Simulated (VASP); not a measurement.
# BaCdBrF (P4/nmm) in VASP: relaxation of the atoms with PBE

Aim: the relaxation of the atoms of BaCdBrF with PBE.

All numbers are computed with VASP 6.6.1; they aren't measurements. Logs are shortened: lines on timing, memory, paths and dates and some standing lists are left out, and cuts for length are marked.

### Step 1. The cell of the first run

The structure is tetragonal, space group P4/nmm (No. 129). Conventional cell: a = 4.628 Å, b = 4.628 Å, c = 9.845 Å, α = 90.00°, β = 90.00°, γ = 90.00°. Ba (site symmetry 4mm) has 4 F at 2.70 Å and 4 Br at 3.69 Å within 3.7 Å. Within 3.9 Å of Cd (site symmetry -4m2) lie 4 Br at 2.95 Å and 4 Cd at 3.27 Å. Br (site symmetry 4mm) has 4 Cd at 2.95 Å and 4 Ba at 3.69 Å and 4 F at 3.87 Å within 3.9 Å. Within 3.6 Å of F (site symmetry -4m2) lie 4 Ba at 2.70 Å and 4 F at 3.27 Å.

### Step 2. Relaxation of the atoms, PBE

File INCAR:

```
PREC = Accurate
ENCUT = 520
EDIFF = 1E-6
ISMEAR = -1
SIGMA = 0.1
LREAL = F
LASPH = T
NELM = 100
ALGO = Normal
ISIF = 2
LWAVE = F
LCHARG = F
GGA = PE
IBRION = 2
NSW = 100
EDIFFG = -0.01
KPAR = 4
```

File KPOINTS:

```
regular mesh
0
Gamma
  7 7 4
```

File POSCAR:

```
BaCdBrF
1.0
    4.6284040000      0.0000000000      0.0000000000
    0.0000000000      4.6284040000      0.0000000000
    0.0000000000      0.0000000000      9.8446560000
Ba Cd Br F
2 2 2 2
Direct
    0.2500000000      0.2500000000      0.3586500000
    0.7500000000      0.7500000000      0.6413500000
    0.2500000000      0.7500000000      0.0000000000
    0.7500000000      0.2500000000      0.0000000000
    0.2500000000      0.2500000000      0.8148600000
    0.7500000000      0.7500000000      0.1851400000
    0.2500000000      0.7500000000      0.5000000000
    0.7500000000      0.2500000000      0.5000000000
```

Potentials or basis: VASP PAW PBE potentials, release 64 (Ba_sv, Cd, Br, F).

Command:

```console
$ cat potpaw_PBE.64/Ba_sv/POTCAR potpaw_PBE.64/Cd/POTCAR potpaw_PBE.64/Br/POTCAR potpaw_PBE.64/F/POTCAR > POTCAR
$ mpirun -np 4 vasp_std > vasp.out
```

OUTCAR:

```text
PREC = Accurate
   ENCUT = 520
   EDIFF = 1E-6
   ISMEAR = -1
   LREAL = F
   LASPH = T
   NELM = 100
   ISIF = 2
   GGA = PE
   IBRION = 2
   NSW = 100
   EDIFFG = -0.01

 ion  position               nearest neighbor table
   1  0.250  0.250  0.359-   7 2.70   8 2.70   7 2.70   8 2.70   6 3.69   6 3.69   6 3.69   6 3.69
                             4 4.22   3 4.22   4 4.22   3 4.22   2 4.30   2 4.30   2 4.30   2 4.30
   2  0.750  0.750  0.641-   7 2.70   8 2.70   8 2.70   7 2.70   5 3.69   5 3.69   5 3.69   5 3.69
                             3 4.22   4 4.22   4 4.22   3 4.22   1 4.30   1 4.30   1 4.30   1 4.30
   3  0.250  0.750  0.000-   5 2.95   6 2.95   5 2.95   6 2.95   4 3.27   4 3.27   4 3.27   4 3.27
                             2 4.22   1 4.22   2 4.22   1 4.22
   4  0.750  0.250  0.000-   5 2.95   6 2.95   6 2.95   5 2.95   3 3.27   3 3.27   3 3.27   3 3.27
                             1 4.22   2 4.22   2 4.22   1 4.22
   5  0.250  0.250  0.815-   3 2.95   4 2.95   3 2.95   4 2.95   2 3.69   2 3.69   2 3.69   2 3.69

   6  0.750  0.750  0.185-   3 2.95   4 2.95   4 2.95   3 2.95   1 3.69   1 3.69   1 3.69   1 3.69

   7  0.250  0.750  0.500-   1 2.70   2 2.70   1 2.70   2 2.70
   8  0.750  0.250  0.500-   1 2.70   2 2.70   2 2.70   1 2.70

  LATTYP: Found a simple tetragonal cell.
 ALAT       =     4.6284040000
 C/A-ratio  =     2.1270087918

  Lattice vectors:

 A1 = (   4.6284040000,   0.0000000000,   0.0000000000)
 A2 = (   0.0000000000,   4.6284040000,   0.0000000000)
 A3 = (   0.0000000000,   0.0000000000,   9.8446560000)

Analysis of symmetry for initial positions (statically):
=====================================================================
 Subroutine PRICEL returns:
 Original cell was already a primitive cell.

 Routine SETGRP: Setting up the symmetry group for a
 simple tetragonal supercell.

 Subroutine GETGRP returns: Found 16 space group operations
 (whereof  4 operations were pure point group operations)
 out of a pool of 16 trial point group operations.

The static configuration has the point symmetry C_2h.
 The point group associated with its full space group is D_4h.

Analysis of symmetry for dynamics (positions and initial velocities):
=====================================================================
 Subroutine PRICEL returns:
 Original cell was already a primitive cell.

 Routine SETGRP: Setting up the symmetry group for a
 simple tetragonal supercell.
[... 138 lines left out ...]
     AMIX_MAG =   1.60;   BMIX_MAG =  1.00
  volume/ion in A,a.u.               =      26.36       177.90
  Fermi-wavevector in a.u.,A,eV,Ry     =   1.144190  2.162205 17.812335  1.309170
  Thomas-Fermi vector in A             =   2.280882
   LORBIT       =      0    0 simple, 1 ext, 2 COOP (PROOUT), +10 PAW based schemes
   GGA     = PE    functional components
   LHFCALC =     F    Hartree Fock is set to
   AEXX    =    0.0000 exact exchange contribution
   IVDW    =     0    specifies the selected vdW correction
   LEPSILON=     F    determine dielectric tensor
   LRPA    =     F    only Hartree local field effects (RPA)
 conjugate gradient relaxation of ions
 non-spin polarized calculation
  energy-cutoff  :      520.00
  volume of cell :      210.89
 maximum number of plane-waves:      5706
 NGX is ok and might be reduce to    36
   NGX = 17   NGY = 17   NGZ = 37

--------------------------------------- Ionic step        1  -------------------------------------------

 number of electron      72.0000012 magnetization

 Free energy of the ion-electron system (eV)
  ---------------------------------------------------
  ext. energy  EPLUGINS =         0.00000000
  ---------------------------------------------------
  free energy    TOTEN  =       -26.54792362 eV

  energy without entropy =      -26.47969754  energy(sigma->0) =      -26.51381058

------------------------ aborting loop because EDIFF is reached ----------------------------------------

  FORCE on cell =-STRESS in cart. coord.  units (eV):
  Direction    XX          YY          ZZ          XY          YZ          ZX
  --------------------------------------------------------------------------------------
  -------------------------------------------------------------------------------------
  Total        4.7938465      4.7938465      7.4443831      0.0000000      0.0000000      0.0000000
  in kB       36.4193036     36.4193036     56.5556802      0.0000000      0.0000000      0.0000000
  external PRESSURE =      43.1314291 kB  Pullay stress =       0.0000000 kB
[... 107 lines left out ...]
  FREE ENERGIE OF THE ION-ELECTRON SYSTEM (eV)
  ---------------------------------------------------
  free  energy   TOTEN  =       -28.7083205153 eV

  energy  without entropy=      -28.6665099669  energy(sigma->0) =      -28.68741524

[... ionic steps 4 to 7 ...]

--------------------------------------- Ionic step        8  -------------------------------------------

 number of electron      72.0000015 magnetization

------------------------ aborting loop because EDIFF is reached ----------------------------------------
[... 79 lines left out ...]
--------------------------------------- Ionic step       10  -------------------------------------------

 number of electron      72.0000015 magnetization

 Free energy of the ion-electron system (eV)
  ---------------------------------------------------
  ext. energy  EPLUGINS =         0.00000000
  ---------------------------------------------------
  free energy    TOTEN  =       -29.03031357 eV

  energy without entropy =      -28.99065763  energy(sigma->0) =      -29.01048560

 E-fermi :   2.9462     XC(G=0):  -9.0662

 val. band max:        2.8522912178   @ k =   0.1429   0.1429   0.0000
 cond. band min:       2.9961827496   @ k =   0.1429   0.0000   0.0000
 fundamental gap:      0.1438915317
 Fermi energy:         2.9462490682

 k-point     1 :       0.0000    0.0000    0.0000
  band No.  band energies     occupation
      1     -25.5955      2.00000
      2     -25.4396      2.00000
      3     -21.1571      2.00000
      4     -21.1469      2.00000
      5     -12.9964      2.00000
      6     -12.9221      2.00000
[... 1093 lines left out ...]
     42       6.5368      0.00000
     43       6.9641      0.00000

 [... further k-points ...]

------------------------ aborting loop because EDIFF is reached ----------------------------------------

  FORCE on cell =-STRESS in cart. coord.  units (eV):
  Direction    XX          YY          ZZ          XY          YZ          ZX
  --------------------------------------------------------------------------------------
  -------------------------------------------------------------------------------------
  Total        0.9064664      0.9064664      5.7332292     -0.0000000      0.0000000      0.0000000
  in kB        6.8865105      6.8865105     43.5558826     -0.0000000      0.0000000      0.0000000
  external PRESSURE =      19.1096346 kB  Pullay stress =       0.0000000 kB
[... 23 lines left out ...]
  FREE ENERGIE OF THE ION-ELECTRON SYSTEM (eV)
  ---------------------------------------------------
  free  energy   TOTEN  =       -29.0303135732 eV

  energy  without entropy=      -28.9906576320  energy(sigma->0) =      -29.01048560

 reached required accuracy - stopping structural energy minimisation
```

OSZICAR:

```text
N       E                     dE             d eps       ncg     rms          rms(c)
DAV:   1     0.582386300624E+03    0.58239E+03   -0.35124E+04  2580   0.153E+03
DAV:   2     0.191975870024E+02   -0.56319E+03   -0.55245E+03  3119   0.351E+02
[... 93 lines left out ...]
   9 F= -.29030275E+02 E0= -.29010445E+02  d E =-.778119E-04
       N       E                     dE             d eps       ncg     rms          rms(c)
DAV:   1    -0.290302795959E+02   -0.45123E-05   -0.12456E-02  2622   0.334E-01    0.330E-02
DAV:   2    -0.290303132571E+02   -0.33661E-04   -0.39508E-04  2768   0.697E-02    0.142E-02
DAV:   3    -0.290303135954E+02   -0.33830E-06   -0.14504E-05  3553   0.131E-02    0.815E-03
DAV:   4    -0.290303135732E+02    0.22202E-07   -0.12243E-06  1750   0.486E-03
  10 F= -.29030314E+02 E0= -.29010486E+02  d E =-.384354E-04
```

CONTCAR:

```text
BaCdBrF
   1.00000000000000
     4.6284039999999997    0.0000000000000000    0.0000000000000000
     0.0000000000000000    4.6284039999999997    0.0000000000000000
     0.0000000000000000    0.0000000000000000    9.8446560000000005
  Ba              Cd              Br              F
     2     2     2     2
Direct
     0.2500000000000000    0.2500000000000000    0.3641581335644798
     0.7500000000000000    0.7500000000000000    0.6358418664355201
     0.2500000000000000    0.7500000000000000    0.0000000000000000
     0.7500000000000000    0.2500000000000000    1.0000000000000000
     0.2500000000000000    0.2500000000000000    0.7306562179397538
     0.7500000000000000    0.7500000000000000    0.2693437820602461
     0.2500000000000000    0.7500000000000000    0.5000000000000000
     0.7500000000000000    0.2500000000000000    0.5000000000000000

  0.00000000E+00  0.00000000E+00  0.00000000E+00
  0.00000000E+00  0.00000000E+00  0.00000000E+00
  0.00000000E+00  0.00000000E+00  0.00000000E+00
  0.00000000E+00  0.00000000E+00  0.00000000E+00
  0.00000000E+00  0.00000000E+00  0.00000000E+00
  0.00000000E+00  0.00000000E+00  0.00000000E+00
  0.00000000E+00  0.00000000E+00  0.00000000E+00
  0.00000000E+00  0.00000000E+00  0.00000000E+00
```

Run time: 9.7 min. Hardware: 4 MPI ranks of Intel Xeon Platinum 8375C at 2.90GHz (Ice Lake), shared host; peak memory 0.51 GiB.

What came out:

| Item | Value |
| --- | --- |
| Free energy | -29.0303 eV |
| Energy gained by relaxing | 310.3 meV/atom |
| Ionic steps | 10 |
| Pressure after relaxing | 1.9 GPa |
| Largest force after relaxing | 0.003 eV/Å |
| Band gap on the k mesh | zero (bands 36 and 37 overlap by 1.05 eV) |

Forces in eV/Å, atoms in the order of the input:
```
Ba   0.000  0.000  0.003
Ba   0.000  0.000 -0.003
Cd   0.000  0.000  0.000
Cd   0.000  0.000  0.000
Br   0.000  0.000 -0.002
Br   0.000  0.000  0.002
F    0.000  0.000  0.000
F    0.000  0.000  0.000
```

Step by step:
```csv
step,energy change (eV),largest force (eV/Å),pressure (GPa)
1,0.0000,2.9045,4.31
2,-0.7818,2.4902,3.21
3,-2.1604,0.8219,0.99
4,-2.2801,0.9250,0.67
5,-2.4096,0.5619,1.09
6,-2.4823,0.0148,1.93
7,-2.4823,0.0202,1.89
8,-2.4823,0.0127,1.89
9,-2.4824,0.0138,1.89
10,-2.4824,0.0033,1.91
```

Final structure:
```xyz
8
Lattice="4.6284 0.0000 0.0000 0.0000 4.6284 0.0000 0.0000 0.0000 9.8447" Properties=species:S:1:pos:R:3 pbc="T T T"
Ba    1.1571    1.1571    3.5850
Ba    3.4713    3.4713    6.2596
Cd    1.1571    3.4713    0.0000
Cd    3.4713    1.1571    9.8447
Br    1.1571    1.1571    7.1931
Br    3.4713    3.4713    2.6516
F     1.1571    3.4713    4.9223
F     3.4713    1.1571    4.9223
```

Caveat: spin-orbit coupling is left out, which moves the levels of the heavy elements.

The gap in the log of VASP goes by the Fermi energy; the results here count the filled bands.